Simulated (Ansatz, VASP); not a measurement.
**Two plane-wave programs on MnO2**

```
Mn O
1.0
     2.92030    0.00000    0.00000
    -1.46015    2.52905    0.00000
     0.00000    0.00000    5.50702
Mn O
1 2
Direct
  0.00000 0.00000 0.00000
  0.33333 0.66667 0.17287
  0.66667 0.33333 0.82713
```

Alike in both runs: task single point; functional PBE; k mesh 6 × 6 × 4; occupations gaussian, width 0.05 eV; collinear spin; Hubbard terms Mn d U = 3.9 eV.

```csv
,VASP,Ansatz
version,VASP 6.6.1,Ansatz 0.2.0
potentials or method,"VASP PAW PBE potentials, release 64 (Mn_sv, O), cutoff 600 eV","scalar-relativistic, plane waves, PAW"
valence electrons in the cell,27,27
```

|  | VASP | Ansatz | Ansatz less VASP |
| --- | --- | --- | --- |
| gap on the k mesh at the Fermi level (eV) | 2.06 | 1.90 | -0.156 |
| least direct gap on the mesh (eV) | 2.33 | 2.16 | -0.170 |
| pressure (GPa) | -2.3 | 0.0 | +2.29 |
| traceless stress, the component that is largest in VASP (GPa) | 0.74 | 0.01 | -0.722 |
| rms of the force components (eV/Å) | 0.030 | 0.000 | -0.0301 |
| net moment per atom (μB) | 1.00 | 1.00 | 0.000 |
| size of the moment on the site where the two differ most (μB) | 3.11 | 2.87 | -0.241 |

Site moments also hang on the region over which each program counts them. The programs project onto different local orbitals, so the same U acts differently, and such runs can settle in different states. Atom by atom the forces differ by 0.031 eV/Å (rms over components).
